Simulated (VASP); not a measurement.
Slab: WS2, a slab with vacuum.

```xyz
3
Lattice="3.2460 0.0000 0.0000 -1.6230 2.8111 0.0000 0.0000 0.0000 17.2830" Properties=species:S:1:pos:R:3 pbc="T T T"
W     0.0000    0.0000    0.0000
S     0.0000    1.8741    1.5900
S     0.0000    1.8741   15.6930
```

This cell differs from its parent crystal: volume scaled by 1.06.

Base run:

* Program: VASP 6.6.1
* Functional: PBE
* Potentials or basis: VASP PAW PBE potentials, release 64 (W_sv, S)
* Cutoff: 520 eV
* k mesh: 10 × 10 × 2
* Occupations: fermi-dirac, width 0.05 eV
* Spin: no spin polarisation

Its results: band gap on the k mesh 1.84 eV, indirect (least direct gap 1.99 eV); largest force 0.708 eV/Å.

**Question.** The run is repeated on the same cell with these changes: functional from PBE to r2SCAN; further incar settings from ALGO = Normal; EDIFF = 1e-06; NBANDS = 20 to ALGO = Normal; EDIFF = 1e-07; NBANDS = 20. What comes out?

**Answer.** Band gap on the k mesh 1.93 eV, indirect (least direct gap 2.11 eV); largest force 0.983 eV/Å.

Caveats: spin-orbit coupling is left out, which moves the levels of the heavy elements; the PAW data sets were made with another functional, which shifts forces and pressure a little (some runs).

A k mesh can miss the band edges.
